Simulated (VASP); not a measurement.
# Mg (Fd-3m) in VASP: notebook, part 2 of 2

VASP 6.6.1.

## Step 3: Single point, LDA (16.89 Å³/atom)

This run uses another cell than the first one, of 16.89 Å³/atom.

INCAR

```
SYSTEM = Mg
PREC = Accurate ; ENCUT = 520
EDIFF = 1E-6 ; ISMEAR = -1
SIGMA = 0.08 ; LREAL = .FALSE.
LASPH = .TRUE. ; NELM = 80
ALGO = Normal ; ISIF = 2
LWAVE = .FALSE. ; LCHARG = .FALSE.
NBANDS = 9
```

KPOINTS

```
Automatic mesh
0
G
  12 12 12
  0 0 0
```

POSCAR

```
Mg
1.0
    0.0000000000      2.5659631295      2.5659631295
    2.5659631295      0.0000000000      2.5659631295
    2.5659631295      2.5659631295      0.0000000000
Mg
2
Direct
   -0.1250000000     -0.1250000000     -0.1250000000
    0.1250000000      0.1250000000      0.1250000000
```

Potentials or basis: VASP PAW LDA potentials, release 64 (Mg).

On the command line:

```console
$ cat potpaw_LDA.64/Mg/POTCAR > POTCAR
$ mpirun -np 1 vasp_std > vasp.out
```

OUTCAR:

```text
SYSTEM = Mg
   PREC = Accurate
   ENCUT = 520
   EDIFF = 1E-6
   ISMEAR = -1
   LREAL = .FALSE.
   LASPH = .TRUE.
   NELM = 80
   ISIF = 2

 ion  position               nearest neighbor table
   1  0.875  0.875  0.875-   2 2.22   2 2.22   2 2.22   2 2.22
   2  0.125  0.125  0.125-   1 2.22   1 2.22   1 2.22   1 2.22

  LATTYP: Found a face centered cubic cell.
 ALAT       =     5.1319262590

  Lattice vectors:

 A1 = (   0.0000000000,   2.5659631295,   2.5659631295)
 A2 = (   2.5659631295,   0.0000000000,   2.5659631295)
 A3 = (   2.5659631295,   2.5659631295,   0.0000000000)

Analysis of symmetry for initial positions (statically):
=====================================================================
 Subroutine PRICEL returns:
 Original cell was already a primitive cell.

 Routine SETGRP: Setting up the symmetry group for a
 face centered cubic supercell.

 Subroutine GETGRP returns: Found 48 space group operations
 (whereof 12 operations were pure point group operations)
 out of a pool of 48 trial point group operations.

The static configuration has the point symmetry D_3d.
 The point group associated with its full space group is O_h .

[... 168 lines left out ...]
  band No.  band energies     occupation
      1      -3.9976      2.00000
      2      10.1886      0.00000
      3      10.1886      0.00000
      4      10.1886      0.00000
      5      10.9142      0.00000
      6      10.9142      0.00000
      7      10.9142      0.00000
      8      14.0741      0.00000
      9      14.0741      0.00000
[... 265 lines left out ...]
 k-point    24 :      -0.4167    0.1667    0.0000
  band No.  band energies     occupation
      1       0.1083      2.00000
      2       1.0625      2.00000
      3       6.1128      0.00000
      4       7.8761      0.00000
      5       9.4703      0.00000
      6      11.8226      0.00000
      7      13.9915      0.00000
      8      15.9550      0.00000
      9      16.4383      0.00000

 [... further k-points ...]

------------------------ aborting loop because EDIFF is reached ----------------------------------------

  FORCE on cell =-STRESS in cart. coord.  units (eV):
  Direction    XX          YY          ZZ          XY          YZ          ZX
  --------------------------------------------------------------------------------------
  -------------------------------------------------------------------------------------
  Total        9.3258325      9.3258325      9.3258325      0.0000000     -0.0000000      0.0000000
  in kB      442.1981905    442.1981905    442.1981905      0.0000000     -0.0000000      0.0000000
  external PRESSURE =     442.1981905 kB  Pullay stress =       0.0000000 kB

 VOLUME and BASIS-vectors are now :
 -----------------------------------------------------------------------------
  energy-cutoff  :      520.00
  volume of cell :       33.79
      direct lattice vectors                 reciprocal lattice vectors
     0.000000000  2.565963130  2.565963130    -0.194858607  0.194858607  0.194858607
     2.565963130  0.000000000  2.565963130     0.194858607 -0.194858607  0.194858607
     2.565963130  2.565963130  0.000000000     0.194858607  0.194858607 -0.194858607

 POSITION                                       TOTAL-FORCE (eV/Angst)
 -----------------------------------------------------------------------------------
      4.49044      4.49044      4.49044        -0.000000     -0.000000     -0.000000
      0.64149      0.64149      0.64149         0.000000      0.000000      0.000000
 -----------------------------------------------------------------------------------
    total drift:                               -0.000000     -0.000000      0.000000

  FREE ENERGIE OF THE ION-ELECTRON SYSTEM (eV)
  ---------------------------------------------------
  free  energy   TOTEN  =         1.0700305807 eV

  energy  without entropy=        1.0862905782  energy(sigma->0) =        1.07816058
```

It took 15 s on 1 thread of AMD EPYC 7R43 (Zen 3), shared host; peak memory 0.11 GiB.

What came out:

```
Free energy            : 1.0700 eV
Pressure               : 44.2 GPa
Band gap on the k mesh : zero (bands 2 and 3 overlap by 7.78 eV)
```

Levels at points of the mesh, in eV from the Fermi level:
```tsv
k point	band 1	band 2	band 3	band 4	band 5	band 6	band 7
(0.00, 0.00, 0.00)	-8.27	5.92	5.92	5.92	6.64	6.64	6.64
(0.50, 0.00, 0.00)	-4.28	-3.91	4.83	4.83	5.60	5.60	8.31
(0.50, 0.50, 0.00)	-2.76	-2.76	1.76	1.76	3.16	3.16	14.87
```

Caveat: the cell stands under pressure.

## Step 4: Single point, LDA (16.89 Å³/atom)

This run uses another cell than the first one, of 16.89 Å³/atom.

INCAR

```
PREC = Accurate ; ENCUT = 520
EDIFF = 1E-6 ; ISMEAR = -1
SIGMA = 0.08 ; LREAL = F
LASPH = T ; NELM = 80
ALGO = Normal ; ISIF = 2
LWAVE = F ; LCHARG = F
GGA = CA ; NBANDS = 9
```

KPOINTS

```
Automatic mesh
0
Gamma
  12 12 12
```

POSCAR is that of step 3.

Potentials or basis: VASP PAW LDA potentials, release 64 (Mg).

On the command line:

```console
$ cat potpaw_LDA.64/Mg/POTCAR > POTCAR
$ mpirun -np 1 vasp_std > vasp.out
```

OUTCAR:

```text
PREC = Accurate
   ENCUT = 520
   EDIFF = 1E-6
   ISMEAR = -1
   LREAL = F
   LASPH = T
   NELM = 80
   ISIF = 2
   GGA = CA

 ion  position               nearest neighbor table
   1  0.875  0.875  0.875-   2 2.22   2 2.22   2 2.22   2 2.22
   2  0.125  0.125  0.125-   1 2.22   1 2.22   1 2.22   1 2.22

  LATTYP: Found a face centered cubic cell.
 ALAT       =     5.1319262590

  Lattice vectors:

[... 472 lines left out ...]
      9      16.4383      0.00000

 [... further k-points ...]

------------------------ aborting loop because EDIFF is reached ----------------------------------------

  FORCE on cell =-STRESS in cart. coord.  units (eV):
  Direction    XX          YY          ZZ          XY          YZ          ZX
  --------------------------------------------------------------------------------------
  -------------------------------------------------------------------------------------
  Total        9.3258325      9.3258325      9.3258325      0.0000000     -0.0000000      0.0000000
  in kB      442.1981905    442.1981905    442.1981905      0.0000000     -0.0000000      0.0000000
  external PRESSURE =     442.1981905 kB  Pullay stress =       0.0000000 kB

 VOLUME and BASIS-vectors are now :
 -----------------------------------------------------------------------------
  energy-cutoff  :      520.00
  volume of cell :       33.79
      direct lattice vectors                 reciprocal lattice vectors
     0.000000000  2.565963130  2.565963130    -0.194858607  0.194858607  0.194858607
     2.565963130  0.000000000  2.565963130     0.194858607 -0.194858607  0.194858607
     2.565963130  2.565963130  0.000000000     0.194858607  0.194858607 -0.194858607

 POSITION                                       TOTAL-FORCE (eV/Angst)
 -----------------------------------------------------------------------------------
      4.49044      4.49044      4.49044        -0.000000     -0.000000     -0.000000
      0.64149      0.64149      0.64149         0.000000      0.000000      0.000000
 -----------------------------------------------------------------------------------
    total drift:                               -0.000000     -0.000000      0.000000

  FREE ENERGIE OF THE ION-ELECTRON SYSTEM (eV)
  ---------------------------------------------------
  free  energy   TOTEN  =         1.0700305807 eV

  energy  without entropy=        1.0862905782  energy(sigma->0) =        1.07816058
```

Run time: 15 s. Hardware: 1 thread of AMD EPYC 7R43 (Zen 3), shared host; peak memory 0.11 GiB.

What came out:

```yaml
Free_energy: 1.0700 eV
Pressure: 44.2 GPa
Band_gap_on_the_k_mesh: zero (bands 2 and 3 overlap by 7.78 eV)
```

Levels at points of the mesh, in eV from the Fermi level:
| k point | band 1 | band 2 | band 3 | band 4 | band 5 |
| --- | --- | --- | --- | --- | --- |
| (0.00, 0.00, 0.00) | -8.27 | 5.92 | 5.92 | 5.92 | 6.64 |
| (0.50, 0.00, 0.00) | -4.28 | -3.91 | 4.83 | 4.83 | 5.60 |
| (0.50, 0.50, 0.00) | -2.76 | -2.76 | 1.76 | 1.76 | 3.16 |

Caveat: the cell stands under pressure.

## Step 5: Single point, LDA (20.65 Å³/atom)

This run uses another cell than the first one, of 20.65 Å³/atom.

INCAR

```
SYSTEM = Mg
PREC     = Accurate       ! precision mode
ENCUT    = 520            ! plane-wave cutoff, eV
EDIFF    = 1E-6           ! SCF threshold, eV
ISMEAR   = -1             ! smearing method
SIGMA    = 0.08           ! smearing width, eV
LREAL    = .FALSE.        ! projectors in reciprocal space
LASPH    = .TRUE.         ! aspherical terms in the spheres
NELM     = 100            ! most SCF steps
ALGO     = Normal         ! electronic algorithm
ISIF     = 2              ! what is computed and relaxed
LWAVE    = .FALSE.        ! write WAVECAR
LCHARG   = .FALSE.        ! write CHGCAR
GGA      = CA             ! functional
NBANDS   = 9              ! bands
```

KPOINTS

```
regular mesh
0
G
  12 12 12
  0 0 0
```

POSCAR

```
Mg
1.0
    0.0000000000      2.7434716091      2.7434716091
    2.7434716091      0.0000000000      2.7434716091
    2.7434716091      2.7434716091      0.0000000000
Mg
2
Direct
   -0.1250000000     -0.1250000000     -0.1250000000
    0.1250000000      0.1250000000      0.1250000000
```

On the command line:

```console
$ cat potpaw_LDA.64/Mg/POTCAR > POTCAR
$ mpirun -np 1 vasp_std > vasp.out
```

Wall time 16 s (1 thread of AMD EPYC 7R43 (Zen 3), shared host); peak memory 0.12 GiB.

It converged, with:

- Free energy: -0.4546 eV
- Pressure: 23.3 GPa
- Band gap on the k mesh: zero (bands 2 and 3 overlap by 6.54 eV)

Levels at points of the mesh, in eV from the Fermi level:
| k point | band 1 | band 2 | band 3 | band 4 | band 5 | band 6 |
| --- | --- | --- | --- | --- | --- | --- |
| (0.00, 0.00, 0.00) | -7.31 | 5.16 | 5.16 | 5.16 | 6.01 | 6.01 |
| (0.50, 0.00, 0.00) | -4.02 | -3.29 | 4.04 | 4.04 | 5.37 | 5.37 |
| (0.50, 0.50, 0.00) | -2.52 | -2.52 | 1.50 | 1.50 | 2.95 | 2.95 |

Caveat: the cell stands under pressure.

## Step 6: Single point, LDA (24.40 Å³/atom)

This run uses another cell than the first one, of 24.40 Å³/atom.

INCAR

```
SYSTEM = Mg
  PREC = Accurate
  ENCUT = 520
  EDIFF = 1E-6
  ISMEAR = -1
  SIGMA = 0.08
  LREAL = .False.
  LASPH = .True.
  NELM = 60
  ALGO = Normal
  ISIF = 2
  LWAVE = .False.
  LCHARG = .False.
  GGA = CA
  NBANDS = 9
```

KPOINTS

```
Automatic mesh
0
Gamma
  12 12 12
  0 0 0
```

POSCAR

```
Mg
1.0
    0.0000000000      2.9005745090      2.9005745090
    2.9005745090      0.0000000000      2.9005745090
    2.9005745090      2.9005745090      0.0000000000
Mg
2
Direct
   -0.1250000000     -0.1250000000     -0.1250000000
    0.1250000000      0.1250000000      0.1250000000
```

Potentials or basis: VASP PAW LDA potentials, release 64 (Mg).

On the command line:

```console
$ cat potpaw_LDA.64/Mg/POTCAR > POTCAR
$ mpirun -np 1 vasp_std > vasp.out
```

Wall time 18 s (1 thread of AMD EPYC 7R43 (Zen 3), shared host); peak memory 0.13 GiB.

Results (log left out):

* Free energy: -1.2642 eV
* Pressure: 12.4 GPa
* Band gap on the k mesh: zero (bands 2 and 3 overlap by 5.65 eV)

Levels at points of the mesh, in eV from the Fermi level:
```
           k point  band 1  band 2  band 3  band 4  band 5  band 6
(0.00, 0.00, 0.00)   -6.60    4.60    4.60    4.60    5.54    5.54
(0.50, 0.00, 0.00)   -3.79   -2.83    3.51    3.51    5.17    5.17
(0.50, 0.50, 0.00)   -2.34   -2.34    1.35    1.35    2.83    2.83
```

Caveat: the cell stands under pressure.

## Step 7: Overview

```tsv
cell	gap on the mesh (eV)	pressure (GPa)
a = 3.489 Å, angles 60.0°, 2 atoms	none	62.2
a = 3.629 Å, angles 60.0°, 2 atoms	none	44.2
a = 3.880 Å, angles 60.0°, 2 atoms	none	23.3
a = 4.102 Å, angles 60.0°, 2 atoms	none	12.4
```

Alike in all rows: task single point; level LDA; potentials or basis VASP PAW LDA potentials, release 64 (Mg); no spin polarisation; k mesh 12 × 12 × 12; cutoff (eV) 520; smearing fermi-dirac 0.08 eV.

Caveats: the cell stands under pressure.

Absolute energies hang on the potentials; compare differences alone.
